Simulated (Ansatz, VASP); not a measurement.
One calculation of Be, two programs

File INCAR:

```
ALGO = Fast
EDIFF = 1E-6
ENCUT = 520
GGA = PE
ISIF = 2
ISMEAR = 0
LASPH = True
LCHARG = False
LREAL = False
LWAVE = False
NBANDS = 12
NELM = 100
PREC = Accurate
SIGMA = 0.1
```

Contents of KPOINTS:

```
k-points
0
Gamma
  10 10 16
```

File POSCAR:

```
Be
1.0
    3.9283846064     -0.0021356840     -0.0025478335
   -0.0021356840      3.9162449291     -0.0374681400
   -0.0015512704     -0.0228128000      2.4057922624
Be
4
Direct
    0.2958680250      0.2566053341     -0.0471928040
    0.7135666574      0.6768554676      0.0114497124
    0.2113114080      0.8346396320      0.5014860079
    0.7792539096      0.2318995664      0.5342570837
```

Input for Ansatz:

```yaml
crystal:
  lattice:
    - [3.9283846064, -0.002135684, -0.0025478335]
    - [-0.002135684, 3.9162449291, -0.03746814]
    - [-0.0015512704, -0.0228128, 2.4057922624]
  atoms:
    - { symbol: Be, position: [0.295868025, 0.2566053341, -0.047192804] }
    - { symbol: Be, position: [0.7135666574, 0.6768554676, 0.0114497124] }
    - { symbol: Be, position: [0.211311408, 0.834639632, 0.5014860079] }
    - { symbol: Be, position: [0.7792539096, 0.2318995664, 0.5342570837] }
basis:
  ecutwfc: 420
kpoints:
  mp_grid: { grid: [10, 10, 16] }
hamiltonian:
  xc: pbe
scf:
  occupations: { method: gaussian, width: 0.1 }
output:
  forces: true
  stress: true
  eigenvalues: true
```

Change from the starting cell: all atoms moved at random, cell strained at random.

Alike in both runs: task single point; functional PBE; k mesh 10 × 10 × 16; occupations gaussian, width 0.1 eV; no spin polarisation.

```csv
,VASP,Ansatz
version,VASP 6.6.1,Ansatz 0.2.0
potentials or method,"VASP PAW PBE potentials, release 64 (Be), cutoff 520 eV","scalar-relativistic, plane waves, PAW"
valence electrons in the cell,8,8
```

|  | VASP | Ansatz | Ansatz less VASP |
| --- | --- | --- | --- |
| gap on the k mesh at the Fermi level (eV) | none | none | - |
| pressure (GPa) | -9.7 | -9.8 | -0.10 |
| traceless stress, the component that is largest in VASP (GPa) | 6.64 | 6.62 | -0.023 |
| rms of the force components (eV/Å) | 0.858 | 0.852 | -0.0052 |

Atom by atom the forces differ by 0.006 eV/Å (rms over components). A gap of «none» marks a metal or a gap that the smearing closes. With one functional, cell and mesh, what is left measures potentials, basis and numerics.
